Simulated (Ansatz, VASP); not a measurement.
**One calculation of PtS2, two programs**

```
S Pt
1.0
     3.54153    0.00000    0.00000
    -1.77076    3.06705    0.00000
     0.00000    0.00000   22.46706
S Pt
4 2
Cartesian
  1.7708 1.0224 4.5000
  0.0000 2.0447 6.9835
  0.5903 2.0447 10.1935
  -1.1805 3.0671 12.6771
  0.0000 0.0000 5.7418
  -1.1805 1.0224 11.4353
```

Alike in both runs: task single point; functional PBE; dispersion D3(BJ); k mesh 9 × 9 × 1; occupations gaussian, width 0.05 eV; no spin polarisation.

```csv
,VASP,Ansatz
version,VASP 6.6.1,Ansatz 0.2.0
potentials or method,"VASP PAW PBE potentials, release 64 (S, Pt), cutoff 520 eV","scalar-relativistic, plane waves, PAW"
valence electrons in the cell,44,60
```

Ansatz gave:

* gap on the k mesh at the Fermi level (eV): 1.18
* least direct gap on the mesh (eV): 1.31
* rms of the force components (eV/Å): 0.056

Q: What did VASP give for the same quantities?

A: gap on the k mesh at the Fermi level (eV): 1.19; least direct gap on the mesh (eV): 1.32; rms of the force components (eV/Å): 0.068.

VASP's potentials hold 44 valence electrons a cell and Ansatz's 60, so a difference there can come from the potentials and not from the codes.

Neither program's run includes spin-orbit coupling.
